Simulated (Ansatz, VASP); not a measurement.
# Si: VASP beside Ansatz

```
CELL_PARAMETERS angstrom
-5.46973 5.46973 5.46973
5.46973 -5.46973 5.46973
5.46973 5.46973 -5.46973
ATOMIC_POSITIONS crystal
Si 0.00000 0.00000 0.25000
Si 0.00000 0.25000 0.00000
Si 0.00000 0.50000 0.75000
Si 0.00000 0.75000 0.50000
Si 0.25000 0.00000 0.00000
Si 0.25000 0.25000 0.75000
Si 0.25000 0.50000 0.50000
Si 0.25000 0.75000 0.25000
Si 0.50000 0.00000 0.75000
Si 0.50000 0.25000 0.50000
Si 0.50000 0.50000 0.25000
Si 0.50000 0.75000 0.00000
Si 0.75000 0.00000 0.50000
Si 0.75000 0.25000 0.25000
Si 0.75000 0.50000 0.00000
Si 0.75000 0.75000 0.75000
Si 0.00000 0.00000 0.50000
Si 0.00000 0.25000 0.25000
Si 0.00000 0.50000 0.00000
Si 0.00000 0.75000 0.75000
Si 0.25000 0.00000 0.25000
Si 0.25000 0.25000 0.00000
Si 0.25000 0.50000 0.75000
Si 0.25000 0.75000 0.50000
Si 0.50000 0.00000 0.00000
Si 0.50000 0.25000 0.75000
Si 0.50000 0.50000 0.50000
Si 0.50000 0.75000 0.25000
Si 0.75000 0.00000 0.75000
Si 0.75000 0.25000 0.50000
Si 0.75000 0.50000 0.25000
Si 0.75000 0.75000 0.00000
```

Alike in both runs: task single point; functional PBE; k mesh 1 × 1 × 1; occupations fermi-dirac, width 0.01 eV; no spin polarisation.

|  | VASP | Ansatz |
| --- | --- | --- |
| version | VASP 6.6.1 | Ansatz 0.2.0 |
| potentials or method | VASP PAW PBE potentials, release 64 (Si), cutoff 500 eV | plane-wave PAW DFT |
| valence electrons in the cell | 128 | 128 |

```csv
,VASP,Ansatz,Ansatz less VASP
gap on the k mesh at the Fermi level (eV),0.72,0.72,0.000
```

The functional is the same, so the differences come from potentials, cutoffs and numerics.

The k mesh is coarse, so the values compare programs but aren't converged.
